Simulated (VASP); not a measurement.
# LiCu2N4 (Fd-3m) in VASP: single point with PBE

Aim: the single point of LiCu2N4 with PBE.

All numbers are computed with VASP 6.6.1; they aren't measurements. Logs are shortened: lines on timing, memory, paths and dates and some standing lists are left out, and cuts for length are marked.

## (1) The cell of the first run

The structure is cubic, space group Fd-3m (No. 227). The conventional cell has a = 8.325 Å, b = 8.325 Å, c = 8.325 Å, α = 90.00°, β = 90.00°, γ = 90.00°. Li (site symmetry -43m) has 4 N at 1.98 Å within 2.6 Å. Cu (site symmetry -3m) has 6 N at 1.99 Å within 2.6 Å. N (site symmetry 3m) has 1 Li at 1.98 Å and 3 Cu at 1.99 Å and 3 N at 2.66 Å within 2.7 Å.

## (2) Single point, PBE, collinear spin

The input, INCAR:

```
SYSTEM = LiCu2N4
PREC = Accurate
ENCUT = 520
EDIFF = 1E-6
ISMEAR = -1
SIGMA = 0.1
LREAL = .False.
LASPH = .True.
NELM = 150
ALGO = Fast
ISIF = 2
LWAVE = .False.
LCHARG = .False.
ISPIN = 2
MAGMOM = 0 0 1 1 1 1 0 0 0 0 0 0 0 0
LORBIT = 11
LMAXMIX = 4
GGA = PE
NBANDS = 62
```

The input, KPOINTS:

```
regular mesh
0
Gamma
  5 5 5
  0 0 0
```

The input, POSCAR:

```
LiCu2N4
1.0
    0.0000000000      4.1626825800      4.1626825800
    4.1626825800      0.0000000000      4.1626825800
    4.1626825800      4.1626825800      0.0000000000
Li Cu N
2 4 8
Direct
    0.0000000000      0.0000000000      0.0000000000
    0.2500000000      0.2500000000      0.2500000000
    0.6250000000      0.6250000000      0.6250000000
    0.1250000000      0.6250000000      0.6250000000
    0.6250000000      0.6250000000      0.1250000000
    0.6250000000      0.1250000000      0.6250000000
    0.3870000000      0.3870000000      0.3870000000
    0.4110000000      0.8630000000      0.8630000000
    0.3870000000      0.3870000000      0.8390000000
    0.8630000000      0.4110000000      0.8630000000
    0.8390000000      0.3870000000      0.3870000000
    0.8630000000      0.8630000000      0.8630000000
    0.3870000000      0.8390000000      0.3870000000
    0.8630000000      0.8630000000      0.4110000000
```

Potentials or basis: VASP PAW PBE potentials, release 64 (Li_sv, Cu, N).

Command:

```
cat potpaw_PBE.64/Li_sv/POTCAR potpaw_PBE.64/Cu/POTCAR potpaw_PBE.64/N/POTCAR > POTCAR
mpirun -np 1 vasp_std > vasp.out
```

OUTCAR:

```text
SYSTEM = LiCu2N4
   PREC = Accurate
   ENCUT = 520
   EDIFF = 1E-6
   ISMEAR = -1
   LREAL = .False.
   LASPH = .True.
   NELM = 150
   ISIF = 2
   ISPIN = 2
   LORBIT = 11
   GGA = PE

 ion  position               nearest neighbor table
   1  0.000  0.000  0.000-   8 1.98  10 1.98  14 1.98  12 1.98
   2  0.250  0.250  0.250-   9 1.98  11 1.98  13 1.98   7 1.98
   3  0.625  0.625  0.625-   8 1.99   9 1.99  10 1.99  11 1.99  13 1.99  14 1.99
   4  0.125  0.625  0.625-   7 1.99   9 1.99  10 1.99  12 1.99  13 1.99  14 1.99
   5  0.625  0.625  0.125-   7 1.99   8 1.99  10 1.99  11 1.99  12 1.99  13 1.99
   6  0.625  0.125  0.625-   7 1.99   8 1.99   9 1.99  11 1.99  12 1.99  14 1.99
   7  0.387  0.387  0.387-   2 1.98   4 1.99   5 1.99   6 1.99
   8  0.411  0.863  0.863-   1 1.98   3 1.99   5 1.99   6 1.99
   9  0.387  0.387  0.839-   2 1.98   3 1.99   4 1.99   6 1.99
  10  0.863  0.411  0.863-   1 1.98   3 1.99   4 1.99   5 1.99
  11  0.839  0.387  0.387-   2 1.98   3 1.99   5 1.99   6 1.99
  12  0.863  0.863  0.863-   1 1.98   4 1.99   5 1.99   6 1.99
  13  0.387  0.839  0.387-   2 1.98   3 1.99   4 1.99   5 1.99
  14  0.863  0.863  0.411-   1 1.98   3 1.99   4 1.99   6 1.99

  LATTYP: Found a face centered cubic cell.
 ALAT       =     8.3253651600

  Lattice vectors:

 A1 = (   0.0000000000,   4.1626825800,   4.1626825800)
 A2 = (   4.1626825800,   0.0000000000,   4.1626825800)
 A3 = (   4.1626825800,   4.1626825800,   0.0000000000)

Analysis of symmetry for initial positions (statically):
=====================================================================
 Subroutine PRICEL returns:
 Original cell was already a primitive cell.

 Routine SETGRP: Setting up the symmetry group for a
 face centered cubic supercell.

 Subroutine GETGRP returns: Found 48 space group operations
 (whereof 24 operations were pure point group operations)
 out of a pool of 48 trial point group operations.

The static configuration has the point symmetry T_d .
 The point group associated with its full space group is O_h .

Analysis of symmetry for dynamics (positions and initial velocities):
=====================================================================
 Subroutine PRICEL returns:
 Original cell was already a primitive cell.

 Routine SETGRP: Setting up the symmetry group for a
 face centered cubic supercell.

 Subroutine GETGRP returns: Found 48 space group operations
 (whereof 24 operations were pure point group operations)
 out of a pool of 48 trial point group operations.

The dynamic configuration has the point symmetry T_d .
[... 785 lines left out ...]
 spin component 2

 k-point     1 :       0.0000    0.0000    0.0000
  band No.  band energies     occupation
      1     -39.7076      1.00000
      2     -39.7058      1.00000
      3     -12.1984      1.00000
      4     -10.1530      1.00000
      5      -9.5919      1.00000
      6      -9.5919      1.00000
[... 589 lines left out ...]
     56      13.6574      0.00000
     57      13.6620      0.00000
 [bands above 57 left out]

------------------------ aborting loop because EDIFF is reached ----------------------------------------

  FORCE on cell =-STRESS in cart. coord.  units (eV):
  Direction    XX          YY          ZZ          XY          YZ          ZX
  --------------------------------------------------------------------------------------
  -------------------------------------------------------------------------------------
  Total       -4.6501561     -4.6501561     -4.6501561     -0.0000000     -0.0000000     -0.0000000
  in kB      -51.6449945    -51.6449945    -51.6449945     -0.0000000     -0.0000000     -0.0000000
  external PRESSURE =     -51.6449945 kB  Pullay stress =       0.0000000 kB

 VOLUME and BASIS-vectors are now :
 -----------------------------------------------------------------------------
  energy-cutoff  :      520.00
  volume of cell :      144.26
      direct lattice vectors                 reciprocal lattice vectors
     0.000000000  4.162682580  4.162682580    -0.120114852  0.120114852  0.120114852
     4.162682580  0.000000000  4.162682580     0.120114852 -0.120114852  0.120114852
     4.162682580  4.162682580  0.000000000     0.120114852  0.120114852 -0.120114852

 POSITION                                       TOTAL-FORCE (eV/Angst)
 -----------------------------------------------------------------------------------
      0.00000      0.00000      0.00000        -0.000000      0.000000      0.000000
      2.08134      2.08134      2.08134         0.000000      0.000000      0.000000
      5.20335      5.20335      5.20335         0.000000      0.000000      0.000000
      5.20335      3.12201      3.12201         0.000000      0.000000      0.000000
      3.12201      3.12201      5.20335         0.000000      0.000000      0.000000
      3.12201      5.20335      3.12201        -0.000000      0.000000      0.000000
      3.22192      3.22192      3.22192         0.696021      0.696021      0.696021
      7.18479      5.30326      5.30326        -0.696021      0.696021      0.696021
      5.10345      5.10345      3.22192        -0.696021     -0.696021      0.696021
      5.30326      7.18479      5.30326         0.696021     -0.696021      0.696021
      3.22192      5.10345      5.10345         0.696021     -0.696021     -0.696021
      7.18479      7.18479      7.18479        -0.696021     -0.696021     -0.696021
      5.10345      3.22192      5.10345        -0.696021      0.696021     -0.696021
      5.30326      5.30326      7.18479         0.696021      0.696021     -0.696021
 -----------------------------------------------------------------------------------
    total drift:                                0.000000     -0.000000      0.000000

  FREE ENERGIE OF THE ION-ELECTRON SYSTEM (eV)
  ---------------------------------------------------
  free  energy   TOTEN  =       -68.4567160722 eV

  energy  without entropy=      -68.2531220860  energy(sigma->0) =      -68.35491908

 total charge

# of ion       s       p       d       tot
------------------------------------------
    1        2.035   0.072   0.000   2.107
    2        2.035   0.072   0.000   2.107
    3        0.482   0.650   8.923  10.054
    4        0.482   0.650   8.923  10.054
    5        0.482   0.650   8.923  10.054
    6        0.482   0.650   8.923  10.054
    7        1.315   2.201   0.000   3.516
    8        1.315   2.201   0.000   3.516
    9        1.315   2.201   0.000   3.516
   10        1.315   2.201   0.000   3.516
   11        1.315   2.201   0.000   3.516
   12        1.315   2.201   0.000   3.516
   13        1.315   2.201   0.000   3.516
   14        1.315   2.201   0.000   3.516
--------------------------------------------------
tot         16.516  20.351  35.692  72.559

 magnetization (x)

# of ion       s       p       d       tot
------------------------------------------
    1       -0.000  -0.000   0.000  -0.000
    2       -0.000  -0.000   0.000  -0.000
    3        0.000   0.000   0.000   0.000
    4        0.000   0.000   0.000   0.000
    5        0.000   0.000   0.000   0.000
    6        0.000   0.000   0.000   0.000
    7        0.000  -0.000   0.000  -0.000
    8        0.000  -0.000   0.000  -0.000
    9        0.000  -0.000   0.000  -0.000
   10        0.000  -0.000   0.000  -0.000
   11        0.000  -0.000   0.000  -0.000
   12        0.000  -0.000   0.000  -0.000
   13        0.000  -0.000   0.000  -0.000
   14        0.000  -0.000   0.000  -0.000
--------------------------------------------------
tot          0.000  -0.000   0.000  -0.000
```

OSZICAR:

```text
N       E                     dE             d eps       ncg     rms          rms(c)
DAV:   1     0.103229088778E+04    0.10323E+04   -0.37993E+04  2480   0.195E+03
DAV:   2     0.120630158652E+03   -0.91166E+03   -0.84324E+03  2562   0.495E+02
DAV:   3    -0.892733814087E+02   -0.20990E+03   -0.18393E+03  3088   0.221E+02
[... 24 lines left out ...]
RMM:  28    -0.684567111469E+02   -0.29710E-05   -0.29833E-05  3820   0.208E-02    0.107E-03
RMM:  29    -0.684567128748E+02   -0.17279E-05   -0.18893E-05  3104   0.175E-02    0.292E-04
RMM:  30    -0.684567143912E+02   -0.15164E-05   -0.14038E-05  3068   0.162E-02    0.321E-04
RMM:  31    -0.684567154046E+02   -0.10134E-05   -0.10747E-05  3049   0.150E-02    0.242E-04
RMM:  32    -0.684567160722E+02   -0.66760E-06   -0.73182E-06  2744   0.139E-02
   1 F= -.68456716E+02 E0= -.68354919E+02  d E =-.203594E+00  mag=    -0.0000
```

Wall time 12 min (1 thread of Intel Xeon Platinum 8488C (Sapphire Rapids), shared host); peak memory 0.47 GiB.

Results:

```yaml
Free_energy: -68.4567 eV
Largest_force: 1.206 eV/Å
Band_gap_on_the_k_mesh: zero (filled and empty bands overlap)
Net_moment: 0.00 μB per cell
Valence_electrons_inside_the_program's_atomic_spheres: Li 2.11; Cu 10.05; N 3.52
```

Forces on the atoms (eV/Å):
```
Li   0.000  0.000  0.000
Li   0.000  0.000  0.000
Cu   0.000  0.000  0.000
Cu   0.000  0.000  0.000
Cu   0.000  0.000  0.000
Cu   0.000  0.000  0.000
N    0.696  0.696  0.696
N   -0.696  0.696  0.696
N   -0.696 -0.696  0.696
N    0.696 -0.696  0.696
N    0.696 -0.696 -0.696
N   -0.696 -0.696 -0.696
N   -0.696  0.696 -0.696
N    0.696  0.696 -0.696
```

Caveat: the cutoff is under 1.25 times the usual one of these potentials, so pressure, stress and relaxed cells hold a basis-set (Pulay) error; forces of over 1 eV/Å act on the atoms, so gaps and moduli don't describe the material at rest. With open d or f shells a metallic result of PBE can be an artefact of self-interaction; +U or a hybrid may open a gap.
